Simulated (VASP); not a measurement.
Write the native input for VASP 6.6.1 that does the following.

```yaml
Task: single point
Functional: r2SCAN
Potentials_or_basis: VASP PAW PBE potentials, release 64 (Zn, Se)
Cutoff: 550 eV
k_mesh: 6 × 6 × 6
Occupations: gaussian, width 0.01 eV
Spin: no spin polarisation
Dipole_correction: no
Further_INCAR_settings: ALGO = Normal; EDIFF = 1e-06; NBANDS = 16
```

The system is ZnSe (Stilleite).

```
Zn Se
1.0
     0.00000    2.80381    2.80381
     2.80381    0.00000    2.80381
     2.80381    2.80381    0.00000
Zn Se
1 1
Direct
  0.00000 0.00000 0.00000
  0.25000 0.25000 0.25000
```

This cell differs from its parent crystal: volume changed by -3%.

The input as run:

POSCAR

```
ZnSe
1.0
    0.0000000000      2.8038123702      2.8038123702
    2.8038123702      0.0000000000      2.8038123702
    2.8038123702      2.8038123702      0.0000000000
Zn Se
1 1
Direct
    0.0000000000      0.0000000000      0.0000000000
    0.2500000000      0.2500000000      0.2500000000
```

INCAR.step1

```
  ALGO = Normal
  EDIFF = 1E-5
  ENCUT = 550
  GGA = PE
  GGA_COMPAT = F
  ISMEAR = 0
  LASPH = T
  LCHARG = F
  LREAL = F
  LWAVE = T
  NBANDS = 16
  NELM = 120
  PREC = Accurate
  SIGMA = 0.01
```

INCAR.step2

```
  ALGO = Normal
  EDIFF = 1E-6
  ENCUT = 550
  GGA_COMPAT = F
  ISIF = 2
  ISMEAR = 0
  ISTART = 1
  LASPH = T
  LCHARG = F
  LMIXTAU = T
  LREAL = F
  LWAVE = F
  METAGGA = R2SCAN
  NBANDS = 16
  NELM = 120
  PREC = Accurate
  SIGMA = 0.01
```

KPOINTS

```
k-points
0
Gamma
  6 6 6
```

Potentials or basis: VASP PAW PBE potentials, release 64 (Zn, Se).

The run is started by

```console
$ cat potpaw_PBE.64/Zn/POTCAR potpaw_PBE.64/Se/POTCAR > POTCAR
$ cp INCAR.step1 INCAR
$ mpirun -np 1 vasp_std > vasp.out
$ cp INCAR.step2 INCAR
$ mpirun -np 1 vasp_std > vasp.out
```

Results of the run:

- Pressure: 2.3 GPa
- Band gap on the k mesh: 2.01 eV, direct

Caveat: the PAW data sets were made with another functional, which shifts forces and pressure a little.

It took 79 s on 1 thread of Intel(R) Xeon(R) Platinum 8259CL CPU @ 2.50GHz (Skylake/Cascade Lake), on a shared host, peak memory 0.17 GiB.
